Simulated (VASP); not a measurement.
Wanted: the native input for a VASP 6.6.1 run.

```yaml
Task: single point
Functional: PBEsol
Potentials_or_basis: VASP PAW PBE potentials, release 64 (K_sv, Cl)
Cutoff: 520 eV
k_mesh: 7 × 7 × 7
Occupations: fermi-dirac, width 0.02 eV
Spin: no spin polarisation
Dipole_correction: no
Further_INCAR_settings: ALGO = Normal; EDIFF = 1e-07; NBANDS = 15
```

The structure of KCl lies in POSCAR:

```
KCl
1.0
    3.5598159191      0.0000000000      0.0000000000
    0.0000000000      3.5598159191      0.0000000000
    0.0000000000      0.0000000000      3.5598159191
K Cl
1 1
Direct
    0.0000000000      0.0000000000      0.0000000000
    0.5000000000      0.5000000000      0.5000000000
```

This cell differs from its parent crystal: volume scaled by 0.94.

The input as run:

INCAR

```
SYSTEM = KCl
  ALGO = Normal
  EDIFF = 1E-7
  ENCUT = 520
  GGA = PS
  ISIF = 2
  ISMEAR = -1
  LASPH = .TRUE.
  LCHARG = .FALSE.
  LREAL = .FALSE.
  LWAVE = .FALSE.
  NBANDS = 15
  NELM = 100
  PREC = Accurate
  SIGMA = 0.02
```

KPOINTS

```
k-points
0
G
  7 7 7
  0 0 0
```

Potentials or basis: VASP PAW PBE potentials, release 64 (K_sv, Cl).

Command:

```console
$ cat potpaw_PBE.64/K_sv/POTCAR potpaw_PBE.64/Cl/POTCAR > POTCAR
$ mpirun -np 1 vasp_std > vasp.out
```

Results of the run:

The pressure is 4.7 GPa and the band gap on the k mesh is 5.74 eV, indirect (least direct gap 5.95 eV).

Caveat: the PAW data sets were made with another functional, which shifts forces and pressure a little.

It took 11 s on 1 thread of Intel(R) Xeon(R) Platinum 8259CL CPU @ 2.50GHz (Skylake/Cascade Lake), on a shared host, peak memory 0.16 GiB.
